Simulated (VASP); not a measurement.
Wanted: the native input for a VASP 6.6.1 run.

```yaml
Task: single point
Functional: r2SCAN
Potentials_or_basis: VASP PAW PBE potentials, release 64 (Ce, Ga_d, I)
Cutoff: 520 eV
k_mesh: 4 × 4 × 4
Occupations: gaussian, width 0.0481 eV
Spin: no spin polarisation
Dipole_correction: no
Further_INCAR_settings: ALGO = Normal; EDIFF = 1e-06; NBANDS = 44
```

The system is Ce3GaI3.

```
Ce Ga I
1.0
     6.05703    0.00000    0.00000
     0.00000    6.05703    0.00000
     0.00000    0.00000    6.05703
Ce Ga I
3 1 3
Direct
  0.50000 0.50000 0.00000
  0.00000 0.50000 0.50000
  0.50000 0.00000 0.50000
  0.50000 0.50000 0.50000
  0.50000 0.00000 0.00000
  0.00000 0.50000 0.00000
  0.00000 0.00000 0.50000
```

These files were run (other wordings do the same):

POSCAR

```
Ce3GaI3
1.0
    6.0570258422      0.0000000000      0.0000000000
    0.0000000000      6.0570258422      0.0000000000
    0.0000000000      0.0000000000      6.0570258422
Ce Ga I
3 1 3
Direct
    0.5000000000      0.5000000000      0.0000000000
    0.0000000000      0.5000000000      0.5000000000
    0.5000000000      0.0000000000      0.5000000000
    0.5000000000      0.5000000000      0.5000000000
    0.5000000000      0.0000000000      0.0000000000
    0.0000000000      0.5000000000      0.0000000000
    0.0000000000      0.0000000000      0.5000000000
```

INCAR.step1

```
ALGO = Normal ; EDIFF = 1E-4
ENCUT = 520 ; GGA = PE
ISMEAR = 0 ; LASPH = True
LCHARG = False ; LREAL = False
LWAVE = True ; NBANDS = 44
NELM = 100 ; PREC = Accurate
SIGMA = 0.0481
```

INCAR.step2

```
ALGO = Normal ; EDIFF = 1E-6
ENCUT = 520 ; ISIF = 2
ISMEAR = 0 ; ISTART = 1
LASPH = True ; LCHARG = False
LMIXTAU = True ; LREAL = False
LWAVE = False ; METAGGA = R2SCAN
NBANDS = 44 ; NELM = 100
PREC = Accurate ; SIGMA = 0.0481
```

KPOINTS

```
k-points
0
Gamma
  4 4 4
```

Potentials or basis: VASP PAW PBE potentials, release 64 (Ce, Ga_d, I).

Command:

```console
$ cat potpaw_PBE.64/Ce/POTCAR potpaw_PBE.64/Ga_d/POTCAR potpaw_PBE.64/I/POTCAR > POTCAR
$ cp INCAR.step1 INCAR
$ mpirun -np 1 vasp_std > vasp.out
$ cp INCAR.step2 INCAR
$ mpirun -np 1 vasp_std > vasp.out
```

Results of the run:

```
Pressure               : 4.8 GPa
Band gap on the k mesh : zero (band 35 reaches 7.16 eV, above the bottom of band 36 at 7.03 eV)
```

Caveat: the PAW data sets were made with another functional, which shifts forces and pressure a little; spin-orbit coupling is left out, which moves the levels of the heavy elements; the run has no spin polarisation, though such a crystal can be magnetic; without U or exact exchange the open f shell lies at the Fermi level, which spoils levels, moments and volumes.

Wall time 7.5 min on 1 thread of Intel(R) Xeon(R) Platinum 8375C CPU @ 2.90GHz (Ice Lake), with other jobs on the host, peak memory 0.42 GiB.
